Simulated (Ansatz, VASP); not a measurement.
BaS in VASP and in Ansatz

```
Ba S
1.0
    -0.00027    3.21586    3.21571
     6.42751    3.21335   -3.21389
    -6.42513    3.21174   -3.21088
Ba S
4 4
Direct
  0.99957 0.99956 0.99994
  0.50029 0.50051 0.00035
  0.49980 0.00060 0.50075
  0.99924 0.49963 0.49949
  0.00053 0.25033 0.75054
  0.50013 0.74948 0.74924
  0.50003 0.24945 0.24954
  0.00042 0.75044 0.25015
```

Change from the starting cell: cell x4, atoms moved at random (sigma 0.05 Å) and cell strained at random (1.5 %), then relaxed without symmetry.

Alike in both runs: functional PBE; k mesh 4 × 2 × 2; occupations gaussian, width 0.1 eV; no spin polarisation.

Ansatz relaxed the structure, and its values are those at the end. VASP's run is a single point on that final structure, the one shown.

|  | VASP | Ansatz |
| --- | --- | --- |
| version | VASP 6.6.1 | Ansatz 0.2.0 |
| potentials or method | VASP PAW PBE potentials, release 64 (Ba_sv, S), cutoff 520 eV | scalar-relativistic, plane waves, PAW |
| valence electrons in the cell | 64 | 64 |

```tsv
	VASP	Ansatz	Ansatz less VASP
gap on the k mesh at the Fermi level (eV)	2.13	2.23	+0.095
least direct gap on the mesh (eV)	2.13	2.23	+0.095
pressure (GPa)	0.6	0.0	-0.55
rms of the force components (eV/Å)	0.006	0.006	-0.0003
```

The k mesh is coarse, so the values compare programs but aren't converged. Neither program's run includes spin-orbit coupling.
